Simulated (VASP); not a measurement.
# TaN (P-62m) in VASP: further runs

The runs below take TaN through single point, with PBE.

All numbers are computed with VASP 6.6.1; they aren't measurements. Logs are shortened: lines on timing, memory, paths and dates and some standing lists are left out, and cuts for length are marked.

### 1 The cell of the first run

The structure is hexagonal, space group P-62m (No. 189). Conventional cell: a = 5.196 Å, b = 5.196 Å, c = 2.882 Å, α = 90.00°, β = 90.00°, γ = 120.00°. Within 2.8 Å of Ta (site symmetry -6) lie 6 N at 2.15 Å. Ta (site symmetry -62m) has 3 N at 2.04 Å within 2.7 Å. Within 2.7 Å of N (site symmetry m2m) lie 5 Ta at 2.04 to 2.15 Å.

### 2 Single point, PBE (zz strain of -1 %)

The input, INCAR:

```
ALGO     = Normal         # electronic algorithm
EDIFF    = 1E-6           # SCF threshold, eV
ENCUT    = 520            # plane-wave cutoff, eV
GGA      = PE             # functional
ISIF     = 2              # what is computed and relaxed
ISMEAR   = -1             # smearing method
LASPH    = True           # aspherical terms in the spheres
LCHARG   = True           # write CHGCAR
LELF     = True           # ELF
LREAL    = False          # projectors in reciprocal space
LVHAR    = True         
LWAVE    = False          # write WAVECAR
NBANDS   = 33             # bands
NELM     = 80             # most SCF steps
PREC     = Accurate       # precision mode
SIGMA    = 0.01           # smearing width, eV
```

The input, KPOINTS:

```
k-points
0
Gamma
  6 6 9
```

The input, POSCAR:

```
TaN
1.0
    5.1960008669      0.0000000000      0.0000000000
   -2.5980004334      4.4998687488      0.0000000000
    0.0000000000      0.0000000000      2.8818900000
Ta N
3 3
Direct
    0.3333333333      0.6666666667      0.5000000000
    0.6666666667      0.3333333333      0.5000000000
    0.0000000000      0.0000000000      0.0000000000
    0.3928500000      0.0000000000      0.0000000000
    0.6071500000      0.6071500000      0.0000000000
    0.0000000000      0.3928500000      0.0000000000
```

Potentials or basis: VASP PAW PBE potentials, release 64 (Ta_pv, N).

Started as:

```
cat potpaw_PBE.64/Ta_pv/POTCAR potpaw_PBE.64/N/POTCAR > POTCAR
mpirun -np 1 vasp_std > vasp.out
```

OUTCAR:

```text
EDIFF = 1E-6
   ENCUT = 520
   GGA = PE
   ISIF = 2
   ISMEAR = -1
   LASPH = True
   LREAL = False
   NELM = 80
   PREC = Accurate

 ion  position               nearest neighbor table
   1  0.333  0.667  0.500-   4 2.15   4 2.15   6 2.15   6 2.15   5 2.15   5 2.15   2 3.00   2 3.00
                             2 3.00   3 3.33   3 3.33   3 3.33   3 3.33   3 3.33   3 3.33
   2  0.667  0.333  0.500-   6 2.15   6 2.15   4 2.15   4 2.15   5 2.15   5 2.15   1 3.00   1 3.00
                             1 3.00   3 3.33   3 3.33   3 3.33   3 3.33   3 3.33   3 3.33
   3  0.000  0.000  0.000-   6 2.04   4 2.04   5 2.04   2 3.33   1 3.33   1 3.33   2 3.33   1 3.33
                             1 3.33   2 3.33   2 3.33   2 3.33   2 3.33   1 3.33   1 3.33
   4  0.393  0.000  0.000-   3 2.04   1 2.15   1 2.15   2 2.15   2 2.15
   5  0.607  0.607  0.000-   3 2.04   2 2.15   2 2.15   1 2.15   1 2.15
   6  0.000  0.393  0.000-   3 2.04   2 2.15   2 2.15   1 2.15   1 2.15

  LATTYP: Found a hexagonal cell.
 ALAT       =     5.1960008669
 C/A-ratio  =     0.5546361661

  Lattice vectors:

 A1 = (   5.1960008669,   0.0000000000,   0.0000000000)
 A2 = (  -2.5980004334,   4.4998687488,   0.0000000000)
 A3 = (   0.0000000000,   0.0000000000,   2.8818900000)

Analysis of symmetry for initial positions (statically):
=====================================================================
 Subroutine PRICEL returns:
 Original cell was already a primitive cell.

 Routine SETGRP: Setting up the symmetry group for a
 hexagonal supercell.

 Subroutine GETGRP returns: Found 12 space group operations
 (whereof 12 operations were pure point group operations)
 out of a pool of 24 trial point group operations.

The static configuration has the point symmetry D_3h.

Analysis of symmetry for dynamics (positions and initial velocities):
=====================================================================
 Subroutine PRICEL returns:
 Original cell was already a primitive cell.

 Routine SETGRP: Setting up the symmetry group for a
 hexagonal supercell.

 Subroutine GETGRP returns: Found 12 space group operations
 (whereof 12 operations were pure point group operations)
 out of a pool of 24 trial point group operations.

The dynamic configuration has the point symmetry D_3h.

 Subroutine INISYM returns: Found 12 space group operations
 (whereof 12 operations are pure point group operations),
 and found     1 'primitive' translations

----------------------------------------------------------------------------------------

[... 104 lines left out ...]
   IBRION =     -1    ionic relax: 0-MD 1-quasi-New 2-CG
   NFREE  =      0    steps in history (QN), initial steepest desc. (CG)
   ISIF   =      2    stress and relaxation
   ISYM   =      2    0-nonsym 1-usesym 2-fastsym
   POTIM  = 0.5000    time-step for ionic-motion
   TEBEG  =    0.0;   TEEND  =   0.0 temperature during run
   PSTRESS=    0.0 pullay stress
   NELECT =      48.0000    total number of electrons
   NUPDOWN=      -1.0000    fix difference up-down
   EMIN   =  10.00;   EMAX   =-10.00  energy-range for DOS
   EFERMI =   0.00;   METHOD = LEGACY
   ISMEAR =    -1;   SIGMA  =   0.01  broadening in eV -4-tet -1-fermi 0-gaus
   EFERMI_NEDOS =   21; number of points for ismear=-14 and -15
   IALGO  =     38    algorithm
   IMIX   =      4    mixing-type and parameters
     AMIX     =   0.40;   BMIX     =  1.00
     AMIX_MAG =   1.60;   BMIX_MAG =  1.00
  volume/ion in A,a.u.               =      11.23        75.79
  Fermi-wavevector in a.u.,A,eV,Ry     =   1.462087  2.762943 29.085136  2.137697
  Thomas-Fermi vector in A             =   2.578342
   LORBIT       =      0    0 simple, 1 ext, 2 COOP (PROOUT), +10 PAW based schemes
   GGA     = PE    functional components
   LHFCALC =     F    Hartree Fock is set to
   AEXX    =    0.0000 exact exchange contribution
   IVDW    =     0    specifies the selected vdW correction
   LEPSILON=     F    determine dielectric tensor
   LRPA    =     F    only Hartree local field effects (RPA)
 non-spin polarized calculation
  energy-cutoff  :      520.00
  volume of cell :       67.38
 maximum number of plane-waves:      1846
 NGX is ok and might be reduce to    40
   NGX = 19   NGY = 19   NGZ = 11

 number of electron      47.9999998 magnetization

 Free energy of the ion-electron system (eV)
  ---------------------------------------------------
  ext. energy  EPLUGINS =         0.00000000
  ---------------------------------------------------
  free energy    TOTEN  =       -67.42871748 eV

  energy without entropy =      -67.42819930  energy(sigma->0) =      -67.42845839

 E-fermi :   8.4512     XC(G=0): -13.0576

 val. band max:        8.4339785716   @ k =   0.1667   0.0000   0.2222
 cond. band min:       8.4774977008   @ k =   0.1667   0.0000   0.3333
 fundamental gap:      0.0435191292
 Fermi energy:         8.4512112841

 k-point     1 :       0.0000    0.0000    0.0000
  band No.  band energies     occupation
      1     -27.7903      2.00000
      2     -27.7903      2.00000
      3     -27.4321      2.00000
      4     -27.4321      2.00000
      5     -27.2201      2.00000
      6     -27.1127      2.00000
[... 853 lines left out ...]
     32      12.2084      0.00000
     33      13.5694      0.00000

 [... further k-points ...]

------------------------ aborting loop because EDIFF is reached ----------------------------------------

  FORCE on cell =-STRESS in cart. coord.  units (eV):
  Direction    XX          YY          ZZ          XY          YZ          ZX
  --------------------------------------------------------------------------------------
  -------------------------------------------------------------------------------------
  Total        3.4187779      3.4187779      4.9004133      0.0000000     -0.0000000      0.0000000
  in kB       81.2896036     81.2896036    116.5190224      0.0000000     -0.0000000      0.0000000
  external PRESSURE =      93.0327432 kB  Pullay stress =       0.0000000 kB

 VOLUME and BASIS-vectors are now :
 -----------------------------------------------------------------------------
  energy-cutoff  :      520.00
  volume of cell :       67.38
      direct lattice vectors                 reciprocal lattice vectors
     5.196000867  0.000000000  0.000000000     0.192455703  0.111114352  0.000000000
    -2.598000433  4.499868749  0.000000000     0.000000000  0.222228704  0.000000000
     0.000000000  0.000000000  2.881890000     0.000000000  0.000000000  0.346994507

 POSITION                                       TOTAL-FORCE (eV/Angst)
 -----------------------------------------------------------------------------------
     -0.00000      2.99991      1.44094         0.000000     -0.000000     -0.000000
      2.59800      1.49996      1.44094         0.000000      0.000000     -0.000000
      0.00000      0.00000      0.00000         0.000000      0.000000     -0.000000
      2.04125      0.00000      0.00000         0.018490     -0.000000      0.000000
      1.57738      2.73210      0.00000        -0.009245     -0.016013      0.000000
     -1.02062      1.76777      0.00000        -0.009245      0.016013     -0.000000
 -----------------------------------------------------------------------------------
    total drift:                               -0.000002     -0.000003      0.000000

  FREE ENERGIE OF THE ION-ELECTRON SYSTEM (eV)
  ---------------------------------------------------
  free  energy   TOTEN  =       -67.4287174816 eV

  energy  without entropy=      -67.4281993006  energy(sigma->0) =      -67.42845839
```

OSZICAR:

```text
N       E                     dE             d eps       ncg     rms          rms(c)
DAV:   1     0.438461438071E+03    0.43846E+03   -0.26137E+04  2310   0.152E+03
DAV:   2    -0.489641705326E+02   -0.48743E+03   -0.46471E+03  2667   0.445E+02
DAV:   3    -0.767307202553E+02   -0.27767E+02   -0.27336E+02  2807   0.103E+02
DAV:   4    -0.772685973437E+02   -0.53788E+00   -0.53495E+00  2916   0.142E+01
DAV:   5    -0.772802565751E+02   -0.11659E-01   -0.11649E-01  2923   0.169E+00    0.445E+01
DAV:   6    -0.676484524456E+02    0.96318E+01   -0.47928E+01  2935   0.375E+01    0.186E+01
DAV:   7    -0.674967395206E+02    0.15171E+00   -0.22875E+00  2805   0.832E+00    0.110E+01
DAV:   8    -0.674474690042E+02    0.49271E-01   -0.38043E-01  2867   0.369E+00    0.110E+00
DAV:   9    -0.674293616962E+02    0.18107E-01   -0.49337E-02  2944   0.153E+00    0.383E-01
DAV:  10    -0.674288742981E+02    0.48740E-03   -0.12099E-02  2775   0.553E-01    0.200E-01
DAV:  11    -0.674287654164E+02    0.10888E-03   -0.23328E-03  2973   0.297E-01    0.484E-02
DAV:  12    -0.674287174906E+02    0.47926E-04   -0.24100E-04  2888   0.927E-02    0.176E-02
DAV:  13    -0.674287175121E+02   -0.21468E-07   -0.15790E-05  2794   0.234E-02    0.427E-03
DAV:  14    -0.674287174816E+02    0.30436E-07   -0.51355E-07  1662   0.529E-03
   1 F= -.67428717E+02 E0= -.67428458E+02  d E =-.518181E-03
```

stdout:

```text
POSCAR found type information on POSCAR TaN
 POSCAR found :  2 types and       6 ions
 scaLAPACK will be used
 LDA part: xc-table for (Slater+PW92), standard interpolation
 POSCAR, INCAR and KPOINTS ok, starting setup
 FFT: planning ... GRIDC
 FFT: planning ... GRID_SOFT
 FFT: planning ... GRID
 WAVECAR not read
 entering main loop
```

It took 30 s on 1 thread of Intel Xeon 6975P-C (Granite Rapids), shared host; peak memory 0.21 GiB.

What came out:

```
Free energy            : -67.4287 eV
Pressure               : 9.3 GPa
Largest force          : 0.018 eV/Å
Band gap on the k mesh : zero (band 24 reaches 10.32 eV, above the bottom of band 25 at 7.05 eV)
```

Forces on the atoms (eV/Å):
```
Ta   0.000  0.000  0.000
Ta   0.000  0.000  0.000
Ta   0.000  0.000  0.000
N    0.018  0.000  0.000
N   -0.009 -0.016  0.000
N   -0.009  0.016  0.000
```

Levels at points of the mesh, in eV from the Fermi level:
```
           k point  band 21  band 22  band 23  band 24  band 25  band 26  band 27  band 28
(0.00, 0.00, 0.00)    -4.29    -3.30    -2.01    -0.96    -0.96     0.70     0.70     1.72
(0.50, 0.00, 0.00)    -4.01    -3.92    -2.90    -2.69     1.28     1.88     1.93     2.52
```

Caveat: the cell differs from its parent crystal (zz strain of -1 %); spin-orbit coupling is left out, which moves the levels of the heavy elements.

### 3 Single point, PBE (zz strain of +2 %)

The input, INCAR:

```
SYSTEM = TaN
ALGO     = Normal         ! electronic algorithm
EDIFF    = 1E-6           ! SCF threshold, eV
ENCUT    = 520            ! plane-wave cutoff, eV
GGA      = PE             ! functional
ISIF     = 2              ! what is computed and relaxed
ISMEAR   = -1             ! smearing method
LASPH    = .TRUE.         ! aspherical terms in the spheres
LCHARG   = .FALSE.        ! write CHGCAR
LREAL    = .FALSE.        ! projectors in reciprocal space
LWAVE    = .FALSE.        ! write WAVECAR
NBANDS   = 33             ! bands
NELM     = 100            ! most SCF steps
PREC     = Accurate       ! precision mode
SIGMA    = 0.01           ! smearing width, eV
```

The input, KPOINTS:

```
k-points
0
G
  6 6 9
  0 0 0
```

Changes to POSCAR since step 2:

```diff
@@ -4,3 +4,3 @@
    -2.5980004334      4.4998687488      0.0000000000
-    0.0000000000      0.0000000000      2.8818900000
+    0.0000000000      0.0000000000      2.9692200000
 Ta N
```

Potentials or basis: VASP PAW PBE potentials, release 64 (Ta_pv, N).

Started as:

```
cat potpaw_PBE.64/Ta_pv/POTCAR potpaw_PBE.64/N/POTCAR > POTCAR
mpirun -np 1 vasp_std > vasp.out
```

It took 30 s on 1 thread of Intel Xeon 6975P-C (Granite Rapids), shared host; peak memory 0.22 GiB.

Results (log left out):

* Free energy: -67.4574 eV
* Pressure: -0.9 GPa
* Largest force: 0.071 eV/Å
* Band gap on the k mesh: zero (band 24 reaches 9.54 eV, above the bottom of band 25 at 6.92 eV)

Forces on the atoms (eV/Å):
```
Ta   0.000  0.000  0.000
Ta   0.000  0.000  0.000
Ta   0.000  0.000  0.000
N    0.071  0.000  0.000
N   -0.035 -0.061  0.000
N   -0.035  0.061  0.000
```

Stress tensor (GPa, compression positive):
```
 2.35  0.00  0.00
 0.00  2.35  0.00
 0.00  0.00 -7.34
```

Levels at points of the mesh, in eV from the Fermi level:
| k point | band 22 | band 23 | band 24 | band 25 | band 26 | band 27 |
| --- | --- | --- | --- | --- | --- | --- |
| (0.00, 0.00, 0.00) | -3.40 | -1.71 | -0.83 | -0.83 | 0.43 | 0.43 |
| (0.50, 0.00, 0.00) | -3.68 | -2.71 | -2.50 | 1.05 | 1.70 | 1.92 |

Caveat: the cell differs from its parent crystal (zz strain of +2 %); spin-orbit coupling is left out, which moves the levels of the heavy elements.
